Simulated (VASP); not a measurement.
# AlN (P6_3mc) in VASP: notebook

Runs on AlN. Level: LDA. Tasks: relaxation of the atoms.

Everything below comes from runs of VASP 6.6.1. Logs are shortened: lines on timing, memory, paths and dates and some standing lists are left out, and cuts for length are marked.

### 1 The cell of the first run

The structure is hexagonal, space group P6_3mc (No. 186). The conventional cell has a = 3.089 Å, b = 3.089 Å, c = 5.339 Å, α = 90.00°, β = 90.00°, γ = 120.00°. Within 2.5 Å of Al (site symmetry 3m) lie 4 N at 1.89 to 2.04 Å. N (site symmetry 3m) has 4 Al at 1.89 to 2.04 Å within 2.5 Å.

### 2 Relaxation of the atoms, LDA

Input file INCAR:

```
ALGO = Normal
EDIFF = 1E-6
EDIFFG = -0.01
ENCUT = 520
GGA = CA
IBRION = 2
ISIF = 2
ISMEAR = 0
LASPH = True
LCHARG = False
LREAL = False
LWAVE = False
NELM = 100
NSW = 50
PREC = Accurate
SIGMA = 0.05
```

Input file KPOINTS:

```
k-points
0
Gamma
  9 9 6
```

Input file POSCAR:

```
AlN
1.0
    3.0886152983      0.0000000000      0.0000000000
   -1.5443076491      2.6748193108      0.0000000000
    0.0000000000      0.0000000000      5.3391000000
Al N
2 2
Direct
    0.3333333333      0.6666666667      0.0015210172
    0.6666666667      0.3333333333      0.5015210172
    0.3333333333      0.6666666667      0.3834789828
    0.6666666667      0.3333333333      0.8834789828
```

Potentials or basis: VASP PAW LDA potentials, release 64 (Al, N).

Run with:

```
$ cat potpaw_LDA.64/Al/POTCAR potpaw_LDA.64/N/POTCAR > POTCAR
$ mpirun -np 1 vasp_std > vasp.out
```

OUTCAR:

```text
EDIFF = 1E-6
   EDIFFG = -0.01
   ENCUT = 520
   GGA = CA
   IBRION = 2
   ISIF = 2
   ISMEAR = 0
   LASPH = True
   LREAL = False
   NELM = 100
   NSW = 50
   PREC = Accurate

 ion  position               nearest neighbor table
   1  0.333  0.667  0.002-   4 1.89   4 1.89   4 1.89   3 2.04   2 3.21   2 3.21   2 3.21   2 3.21
                             2 3.21   2 3.21
   2  0.667  0.333  0.502-   3 1.89   3 1.89   3 1.89   4 2.04   1 3.21   1 3.21   1 3.21   1 3.21
                             1 3.21   1 3.21
   3  0.333  0.667  0.383-   2 1.89   2 1.89   2 1.89   1 2.04
   4  0.667  0.333  0.883-   1 1.89   1 1.89   1 1.89   2 2.04

  LATTYP: Found a hexagonal cell.
 ALAT       =     3.0886152983
 C/A-ratio  =     1.7286387214

  Lattice vectors:

 A1 = (   3.0886152983,   0.0000000000,   0.0000000000)
 A2 = (  -1.5443076491,   2.6748193108,   0.0000000000)
 A3 = (   0.0000000000,   0.0000000000,   5.3391000000)

Analysis of symmetry for initial positions (statically):
=====================================================================
 Subroutine PRICEL returns:
 Original cell was already a primitive cell.

 Routine SETGRP: Setting up the symmetry group for a
 hexagonal supercell.

 Subroutine GETGRP returns: Found 12 space group operations
 (whereof  6 operations were pure point group operations)
 out of a pool of 24 trial point group operations.

The static configuration has the point symmetry C_3v.
 The point group associated with its full space group is C_6v.

Analysis of symmetry for dynamics (positions and initial velocities):
=====================================================================
 Subroutine PRICEL returns:
 Original cell was already a primitive cell.

 Routine SETGRP: Setting up the symmetry group for a
 hexagonal supercell.

 Subroutine GETGRP returns: Found 12 space group operations
 (whereof  6 operations were pure point group operations)
 out of a pool of 24 trial point group operations.

The dynamic configuration has the point symmetry C_3v.
 The point group associated with its full space group is C_6v.

 Subroutine INISYM returns: Found 12 space group operations
 (whereof  6 operations are pure point group operations),
 and found     1 'primitive' translations

----------------------------------------------------------------------------------------

                                     Primitive cell

  volume of cell :      44.1089

  direct lattice vectors                    reciprocal lattice vectors
     3.088615298  0.000000000  0.000000000     0.323769684  0.186928514  0.000000000
[... 107 lines left out ...]
   IALGO  =     38    algorithm
   IMIX   =      4    mixing-type and parameters
     AMIX     =   0.40;   BMIX     =  1.00
     AMIX_MAG =   1.60;   BMIX_MAG =  1.00
  volume/ion in A,a.u.               =      11.03        74.42
  Fermi-wavevector in a.u.,A,eV,Ry     =   1.167543  2.206336 18.546858  1.363156
  Thomas-Fermi vector in A             =   2.304041
   LORBIT       =      0    0 simple, 1 ext, 2 COOP (PROOUT), +10 PAW based schemes
   GGA     = CA    functional components
   LHFCALC =     F    Hartree Fock is set to
   AEXX    =    0.0000 exact exchange contribution
   IVDW    =     0    specifies the selected vdW correction
   LEPSILON=     F    determine dielectric tensor
   LRPA    =     F    only Hartree local field effects (RPA)
 conjugate gradient relaxation of ions
 non-spin polarized calculation
 Gauss-broadening in eV      SIGMA  =   0.05
  energy-cutoff  :      520.00
  volume of cell :       44.11
 maximum number of plane-waves:      1202
 NGX is ok and might be reduce to    24
   NGX = 11   NGY = 11   NGZ = 19

--------------------------------------- Ionic step        1  -------------------------------------------

 number of electron      15.9999999 magnetization

 Free energy of the ion-electron system (eV)
  ---------------------------------------------------
  ext. energy  EPLUGINS =         0.00000000
  ---------------------------------------------------
  free energy    TOTEN  =       -32.53635603 eV

  energy without entropy =      -32.53635603  energy(sigma->0) =      -32.53635603

------------------------ aborting loop because EDIFF is reached ----------------------------------------

  FORCE on cell =-STRESS in cart. coord.  units (eV):
  Direction    XX          YY          ZZ          XY          YZ          ZX
  --------------------------------------------------------------------------------------
  -------------------------------------------------------------------------------------
  Total       -1.0098673     -1.0098673     -7.6258573     -0.0000000      0.0000000      0.0000000
  in kB      -36.6816252    -36.6816252   -276.9956410     -0.0000000      0.0000000      0.0000000
  external PRESSURE =    -116.7862971 kB  Pullay stress =       0.0000000 kB
[... 63 lines left out ...]
--------------------------------------- Ionic step        3  -------------------------------------------

 number of electron      15.9999999 magnetization

 Free energy of the ion-electron system (eV)
  ---------------------------------------------------
  ext. energy  EPLUGINS =         0.00000000
  ---------------------------------------------------
  free energy    TOTEN  =       -32.55789258 eV

  energy without entropy =      -32.55789258  energy(sigma->0) =      -32.55789258

 E-fermi :   5.5831     XC(G=0): -11.0139

 val. band max:        5.3581958264   @ k =   0.0000   0.0000   0.0000
 cond. band min:       8.9276784080   @ k =   0.0000   0.0000   0.0000
 fundamental gap:      3.5694825816
 Fermi energy:         5.5831086994

 k-point     1 :       0.0000    0.0000    0.0000
  band No.  band energies     occupation
      1      -9.3238      2.00000
      2      -7.5635      2.00000
      3      -0.6885      2.00000
      4       4.9011      2.00000
      5       4.9011      2.00000
      6       4.9702      2.00000
      7       5.3582      2.00000
      8       5.3582      2.00000
      9       8.9277      0.00000
     10      12.1834      0.00000
     11      14.9157      0.00000
     12      16.5011      0.00000
[... 331 lines left out ...]
 k-point    24 :       0.3333    0.3333    0.1667
  band No.  band energies     occupation
      1      -6.8339      2.00000
      2      -6.8339      2.00000
      3       0.9637      2.00000
      4       1.3433      2.00000
      5       1.3433      2.00000
      6       2.6060      2.00000
      7       3.4270      2.00000
      8       3.4270      2.00000
      9      10.1880      0.00000
     10      13.3178      0.00000
     11      13.7551      0.00000
     12      13.7551      0.00000

 [... further k-points ...]
[... 5 lines left out ...]
  --------------------------------------------------------------------------------------
  -------------------------------------------------------------------------------------
  Total       -1.4485912     -1.4485912     -7.6010852     -0.0000000      0.0000000      0.0000000
  in kB      -52.6174865    -52.6174865   -276.0958381     -0.0000000      0.0000000      0.0000000
  external PRESSURE =    -127.1102704 kB  Pullay stress =       0.0000000 kB
[... 19 lines left out ...]
  FREE ENERGIE OF THE ION-ELECTRON SYSTEM (eV)
  ---------------------------------------------------
  free  energy   TOTEN  =       -32.5578925834 eV

  energy  without entropy=      -32.5578925834  energy(sigma->0) =      -32.55789258

 reached required accuracy - stopping structural energy minimisation
```

OSZICAR:

```text
N       E                     dE             d eps       ncg     rms          rms(c)
DAV:   1     0.497164764830E+02    0.49716E+02   -0.75520E+03  1152   0.119E+03
DAV:   2    -0.335115950445E+02   -0.83228E+02   -0.76951E+02  1676   0.212E+02
[... 21 lines left out ...]
       N       E                     dE             d eps       ncg     rms          rms(c)
DAV:   1    -0.325578062415E+02   -0.74187E-03   -0.18953E-01  1152   0.399E+00    0.674E-02
DAV:   2    -0.325579699905E+02   -0.16375E-03   -0.28810E-03  1420   0.447E-01    0.425E-02
DAV:   3    -0.325579015553E+02    0.68435E-04   -0.71672E-05  1392   0.966E-02    0.184E-02
DAV:   4    -0.325578925135E+02    0.90418E-05   -0.70544E-05  1328   0.746E-02    0.648E-03
DAV:   5    -0.325578925834E+02   -0.69850E-07   -0.71556E-06  1212   0.251E-02
   3 F= -.32557893E+02 E0= -.32557893E+02  d E =-.215366E-01
```

CONTCAR:

```text
AlN
   1.00000000000000
     3.0886152983000001    0.0000000000000000    0.0000000000000000
    -1.5443076491000001    2.6748193107999998    0.0000000000000000
     0.0000000000000000    0.0000000000000000    5.3391000000000002
  Al              N
     2     2
Direct
     0.3333333332999970    0.6666666667000030    0.0061683596448295
     0.6666666667000030    0.3333333332999970    0.5061683596448294
     0.3333333332999970    0.6666666667000030    0.3788316403551685
     0.6666666667000030    0.3333333332999970    0.8788316403551686

  0.00000000E+00  0.00000000E+00  0.00000000E+00
  0.00000000E+00  0.00000000E+00  0.00000000E+00
  0.00000000E+00  0.00000000E+00  0.00000000E+00
  0.00000000E+00  0.00000000E+00  0.00000000E+00
```

It took 25 s on 1 thread of Intel Xeon 6975P-C, shared host; peak memory 0.15 GiB.

What came out:

```
Free energy               : -32.5579 eV
Energy gained by relaxing : 5.4 meV/atom
Ionic steps               : 3
Pressure after relaxing   : -12.7 GPa
Band gap on the k mesh    : 3.57 eV, direct
```

Stress tensor (GPa, compression positive):
```
 -5.26   0.00   0.00
  0.00  -5.26   0.00
  0.00   0.00 -27.61
```

The path:
```csv
step,energy change (eV),largest force (eV/Å),pressure (GPa)
1,0.0000,0.4167,-11.68
2,-0.0207,0.0871,-12.54
3,-0.0215,0.0003,-12.71
```

Final structure:
```xyz
4
Lattice="3.0886 0.0000 0.0000 -1.5443 2.6748 0.0000 0.0000 0.0000 5.3391" Properties=species:S:1:pos:R:3 pbc="T T T"
Al    0.0000    1.7832    0.0329
Al    1.5443    0.8916    2.7025
N     0.0000    1.7832    2.0226
N     1.5443    0.8916    4.6922
```

(Continued in part 2 of 2.)
